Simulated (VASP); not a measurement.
# Rb4O (I4/mmm) in VASP: notebook, part 2 of 2

VASP 6.6.1. The steps go on from the part before.

## 3. Single point, PBE

This run uses another cell than the first one, of 73.76 Å³/atom.

INCAR

```
PREC     = Accurate       # precision mode
ENCUT    = 520            # plane-wave cutoff, eV
EDIFF    = 1E-7           # SCF threshold, eV
ISMEAR   = 0              # smearing method
SIGMA    = 0.1            # smearing width, eV
LREAL    = False          # projectors in reciprocal space
LASPH    = True           # aspherical terms in the spheres
NELM     = 80             # most SCF steps
ALGO     = Normal         # electronic algorithm
ISIF     = 2              # what is computed and relaxed
LWAVE    = False          # write WAVECAR
LCHARG   = False          # write CHGCAR
GGA      = PE             # functional
NBANDS   = 29             # bands
```

KPOINTS

```
regular mesh
0
Gamma
  4 4 4
```

POSCAR

```
Rb4O
1.0
   -5.0720289946      5.0720289946      3.5839650762
    5.0720289946     -5.0720289946      3.5839650762
    5.0720289946      5.0720289946     -3.5839650762
Rb O
4 1
Direct
    0.5000000000      0.2455694027      0.7455694027
    0.5000000000      0.7544305973      0.2544305973
    0.2455694027      0.5000000000      0.7455694027
    0.7544305973      0.5000000000      0.2544305973
    0.5000000000      0.5000000000      0.0000000000
```

Potentials or basis: VASP PAW PBE potentials, release 64 (Rb_sv, O).

Started as:

```
$ cat potpaw_PBE.64/Rb_sv/POTCAR potpaw_PBE.64/O/POTCAR > POTCAR
$ mpirun -np 1 vasp_std > vasp.out
```

Wall time 2.9 min (1 thread of Intel Xeon Platinum 8488C (Sapphire Rapids), shared host); peak memory 0.54 GiB.

The run converged. Its results:

* Free energy: -10.8126 eV
* Pressure: 0.2 GPa
* Largest force: 0.041 eV/Å
* Band gap on the k mesh: zero (bands 21 and 22 overlap by 0.41 eV)

Forces on the atoms (eV/Å):
```
Rb  -0.041  0.000  0.000
Rb   0.041  0.000  0.000
Rb   0.000 -0.041  0.000
Rb   0.000  0.041  0.000
O    0.000  0.000  0.000
```

Stress tensor (GPa, compression positive):
```
 0.29  0.00  0.00
 0.00  0.29  0.00
 0.00  0.00 -0.02
```

Levels at points of the mesh, in eV from the Fermi level:
| k point | band 18 | band 19 | band 20 | band 21 | band 22 | band 23 | band 24 | band 25 |
| --- | --- | --- | --- | --- | --- | --- | --- | --- |
| (0.00, 0.00, 0.00) | -1.25 | -1.11 | -1.11 | -1.05 | 1.53 | 1.53 | 1.81 | 1.84 |
| (0.50, 0.00, 0.00) | -1.22 | -1.11 | -1.10 | -0.10 | 0.18 | 1.16 | 1.29 | 1.53 |
| (0.50, 0.50, 0.00) | -1.39 | -1.13 | -1.06 | -0.30 | -0.12 | 1.86 | 1.88 | 1.94 |
| (0.50, 0.50, 0.50) | -1.10 | -1.10 | -1.07 | -0.05 | 0.28 | 0.28 | 1.04 | 1.75 |

## 4. Single point, PBE

This run uses another cell than the first one, of 68.08 Å³/atom.

INCAR

```
SYSTEM = Rb4O
PREC = Accurate
ENCUT = 520
EDIFF = 1E-7
ISMEAR = 0
SIGMA = 0.1
LREAL = .False.
LASPH = .True.
NELM = 100
ALGO = Normal
ISIF = 2
LWAVE = .False.
LCHARG = .False.
GGA = PE
NBANDS = 29
```

KPOINTS

```
Automatic mesh
0
Gamma
  6 6 6
  0 0 0
```

POSCAR

```
Rb4O
1.0
   -5.7907605992      5.7907605992      2.5376448128
    5.7907605992     -5.7907605992      2.5376448128
    5.7907605992      5.7907605992     -2.5376448128
Rb O
4 1
Direct
    0.5000000000      0.2765448546      0.7765448546
    0.5000000000      0.7234551454      0.2234551454
    0.2765448546      0.5000000000      0.7765448546
    0.7234551454      0.5000000000      0.2234551454
    0.5000000000      0.5000000000      0.0000000000
```

Started as:

```
$ cat potpaw_PBE.64/Rb_sv/POTCAR potpaw_PBE.64/O/POTCAR > POTCAR
$ mpirun -np 1 vasp_std > vasp.out
```

It took 7.9 min on 1 thread of Intel Xeon Platinum 8488C (Sapphire Rapids), shared host; peak memory 0.68 GiB.

Results (log left out):

```yaml
Free_energy: -10.9614 eV
Pressure: 0.1 GPa
Largest_force: 0.028 eV/Å
Band_gap_on_the_k_mesh: zero (bands 21 and 22 overlap by 0.98 eV)
```

Forces in eV/Å, atoms in the order of the input:
```
Rb  -0.028  0.000  0.000
Rb   0.028  0.000  0.000
Rb   0.000 -0.028  0.000
Rb   0.000  0.028  0.000
O    0.000  0.000  0.000
```

Stress tensor (GPa, compression positive):
```
0.08 0.00 0.00
0.00 0.08 0.00
0.00 0.00 0.00
```

Levels at points of the mesh, in eV from the Fermi level:
```
           k point  band 18  band 19  band 20  band 21  band 22  band 23  band 24  band 25
(0.00, 0.00, 0.00)    -1.35    -1.08    -1.08    -0.81     0.84     1.03     1.03     1.24
(0.50, 0.00, 0.00)    -1.10    -1.04    -1.01     0.40     0.67     1.13     1.28     1.66
(0.50, 0.50, 0.00)    -1.36    -1.01    -0.81    -0.56    -0.44     1.19     1.37     1.74
(0.50, 0.50, 0.50)    -1.08    -1.08    -0.81    -0.27    -0.17    -0.17     0.79     3.08
```

## 5. Relaxation of cell and atoms, PBE

INCAR

```
SYSTEM = Rb4O
PREC = Accurate
ENCUT = 600
EDIFF = 1E-6
ISMEAR = 0
SIGMA = 0.1
LREAL = .FALSE.
LASPH = .TRUE.
NELM = 60
ALGO = Normal
ISIF = 3
LWAVE = .FALSE.
LCHARG = .FALSE.
GGA = PE
IBRION = 2
NSW = 90
EDIFFG = -0.04
```

KPOINTS

```
Automatic mesh
0
G
  4 4 4
  0 0 0
```

POSCAR

```
Rb4O
1.0
   -3.7872047100      3.7872047100      3.3875875800
    3.7872047100     -3.7872047100      3.3875875800
    3.7872047100      3.7872047100     -3.3875875800
Rb O
4 1
Direct
    0.5000000000      0.2344711200      0.7344711200
    0.5000000000      0.7655288800      0.2655288800
    0.2344711200      0.5000000000      0.7344711200
    0.7655288800      0.5000000000      0.2655288800
    0.5000000000      0.5000000000      0.0000000000
```

Started as:

```
$ cat potpaw_PBE.64/Rb_sv/POTCAR potpaw_PBE.64/O/POTCAR > POTCAR
$ mpirun -np 1 vasp_std > vasp.out
```

It took 21 min on 1 thread of Intel Xeon Platinum 8488C (Sapphire Rapids), shared host; peak memory 0.44 GiB.

It converged, with:

| Quantity | Value |
| --- | --- |
| Free energy | -10.6343 eV |
| Relaxed volume | 70.84 Å³/atom |
| Relaxed cell | a = 7.825 Å, b = 7.825 Å, c = 7.825 Å, α = 103.36°, β = 103.36°, γ = 122.55° |
| Space group after relaxing (to 0.1 Å) | I4/mmm (No. 139) |
| Energy gained by relaxing | 1364.3 meV/atom |
| Ionic steps | 15 |
| Pressure after relaxing | 0.0 GPa |
| Largest force after relaxing | 0.015 eV/Å |
| Band gap on the k mesh | zero (bands 21 and 22 overlap by 0.32 eV) |

Forces on the atoms (eV/Å):
```
Rb  -0.015  0.000  0.000
Rb   0.015  0.000  0.000
Rb   0.000 -0.015  0.000
Rb   0.000  0.015  0.000
O    0.000  0.000  0.000
```

Step by step:
| step | energy change (eV) | largest force (eV/Å) | pressure (GPa) | volume (Å³) |
| --- | --- | --- | --- | --- |
| 1 | 0.0000 | 7.3931 | 19.22 | 194.35 |
| 2 | -5.0469 | 1.3391 | -0.88 | 349.65 |
| 3 | -6.2178 | 0.7024 | 1.18 | 268.33 |
| 4 | -6.3953 | 0.6091 | 0.81 | 283.30 |
| 5 | -6.7038 | 0.4133 | -0.02 | 331.37 |
| 6 | -6.5358 | 0.2503 | -1.13 | 442.65 |
| 7 | -6.7647 | 0.3105 | -0.35 | 361.30 |
| 8 | -6.8013 | 0.0361 | 0.09 | 353.27 |
| 9 | -6.8015 | 0.0581 | 0.05 | 353.82 |
| 10 | -6.8048 | 0.0482 | 0.04 | 355.24 |
| 11 | -6.8118 | 0.0191 | -0.01 | 359.49 |
| 12 | -6.8126 | 0.0375 | -0.11 | 367.96 |
| 13 | -6.8143 | 0.0138 | -0.06 | 364.08 |
| 14 | -6.8180 | 0.0142 | -0.03 | 360.21 |
| 15 | -6.8213 | 0.0152 | 0.01 | 354.19 |

Final structure:
```
Rb O
1.0
    -4.85224    4.85224    3.76090
     4.85224   -4.85224    3.76090
     4.85224    4.85224   -3.76090
Rb O
4 1
Direct
  0.50000 0.23498 0.73498
  0.50000 0.76502 0.26502
  0.23498 0.50000 0.73498
  0.76502 0.50000 0.26502
  0.50000 0.50000 0.00000
```

Levels at points of the mesh, in eV from the Fermi level:
| k point | band 19 | band 20 | band 21 | band 22 | band 23 | band 24 |
| --- | --- | --- | --- | --- | --- | --- |
| (0.00, 0.00, 0.00) | -1.17 | -1.17 | -1.16 | 1.59 | 1.59 | 1.83 |
| (0.50, 0.00, 0.00) | -1.20 | -1.16 | -0.19 | 0.10 | 1.18 | 1.32 |
| (0.50, 0.50, 0.00) | -1.22 | -1.16 | -0.31 | -0.09 | 1.57 | 1.80 |
| (0.50, 0.50, 0.50) | -1.16 | -1.16 | -0.03 | 0.35 | 0.35 | 0.89 |

Caveat: the volume moved by over 15 % at a fixed basis, so the end points are rough.

## 6. Single point, PBE, collinear spin, ferromagnetic start

INCAR

```
SYSTEM = Rb4O
ALGO = Normal
EDIFF = 1E-7
ENCUT = 520
GGA = PE
ISIF = 2
ISMEAR = 0
ISPIN = 2
LASPH = .True.
LCHARG = .True.
LELF = .True.
LORBIT = 11
LREAL = .False.
LVHAR = .True.
LWAVE = .False.
MAGMOM = 0 0 0 0 1
NBANDS = 33
NELM = 150
PREC = Accurate
SIGMA = 0.1
```

KPOINTS

```
k-points
0
Gamma
  4 4 4
  0 0 0
```

POSCAR is that of step 5.

Potentials or basis: VASP PAW PBE potentials, release 64 (Rb_sv, O).

Started as:

```
$ cat potpaw_PBE.64/Rb_sv/POTCAR potpaw_PBE.64/O/POTCAR > POTCAR
$ mpirun -np 1 vasp_std > vasp.out
```

Wall time 2.8 min (1 thread of Intel Xeon Platinum 8488C (Sapphire Rapids), shared host); peak memory 0.44 GiB.

It converged, with:

```
Free energy                                           : -3.8090 eV
Pressure                                              : 19.2 GPa
Largest force                                         : 7.396 eV/Å
Band gap on the k mesh                                : zero (filled and empty bands overlap)
Net moment                                            : 0.00 μB per cell
Valence electrons inside the program's atomic spheres : Rb 7.47; O 5.27
```

Forces on the atoms (eV/Å):
```
Rb  -7.396  0.000  0.000
Rb   7.396  0.000  0.000
Rb   0.000 -7.396  0.000
Rb   0.000  7.396  0.000
O    0.000  0.000  0.000
```

Stress tensor (GPa, compression positive):
```
27.83  0.00  0.00
 0.00 27.83  0.00
 0.00  0.00  2.06
```

Levels at points of the mesh, in eV from the Fermi level:
Spin up:
```tsv
k point	band 18	band 19	band 20	band 21	band 22	band 23	band 24	band 25
(0.00, 0.00, 0.00)	-4.01	-2.03	-2.03	-1.90	1.78	1.78	2.08	2.08
(0.50, 0.00, 0.00)	-4.05	-2.74	-2.01	-0.12	0.07	1.21	1.49	1.87
(0.50, 0.50, 0.00)	-4.01	-2.84	-2.65	-0.67	-0.22	1.65	1.86	2.14
(0.50, 0.50, 0.50)	-4.13	-2.04	-2.04	-0.05	0.74	0.74	1.02	1.36
```
Spin down:
| k point | band 19 | band 20 | band 21 | band 22 | band 23 | band 24 |
| --- | --- | --- | --- | --- | --- | --- |
| (0.00, 0.00, 0.00) | -2.03 | -2.03 | -1.90 | 1.78 | 1.78 | 2.08 |
| (0.50, 0.00, 0.00) | -2.74 | -2.01 | -0.12 | 0.07 | 1.21 | 1.49 |
| (0.50, 0.50, 0.00) | -2.84 | -2.65 | -0.67 | -0.22 | 1.65 | 1.86 |
| (0.50, 0.50, 0.50) | -2.04 | -2.04 | -0.05 | 0.73 | 0.73 | 1.02 |

Caveat: the cell stands under pressure; forces of over 1 eV/Å act on the atoms, so gaps and moduli don't describe the material at rest.

## 7. Overview

```csv
task,spin,cell,k mesh,cutoff (eV),gap on the mesh (eV),pressure (GPa),largest force (eV/Å)
single point,off,"a = 6.337 Å, angles 106.6, 106.6, 115.4°, 5 atoms, atomic positions A",4 × 4 × 4,520,none,19.3,7.40
single point,off,"a = 8.018 Å, angles 101.5, 101.5, 126.9°, 5 atoms, atomic positions B",4 × 4 × 4,520,none,0.2,0.04
single point,off,"a = 8.574 Å, angles 95.0, 95.0, 145.6°, 5 atoms, atomic positions C",6 × 6 × 6,520,none,0.1,0.03
relaxation of cell and atoms,off,"relaxed from a = 6.337 Å, angles 106.6, 106.6, 115.4°, 5 atoms, atomic positions A",4 × 4 × 4,600,none,0.0,0.02
single point,"collinear, ferromagnetic start","a = 6.337 Å, angles 106.6, 106.6, 115.4°, 5 atoms, atomic positions A",4 × 4 × 4,520,none,19.2,7.40
```

Alike in all rows: level PBE; potentials or basis VASP PAW PBE potentials, release 64 (Rb_sv, O); smearing gaussian 0.1 eV.

Caveats: the cell stands under pressure (at least some runs); forces of over 1 eV/Å act on the atoms, so gaps and moduli don't describe the material at rest (at least some runs); the volume moved by over 15 % at a fixed basis, so the end points are rough (at least some runs).

Absolute energies hang on the potentials; compare differences alone.
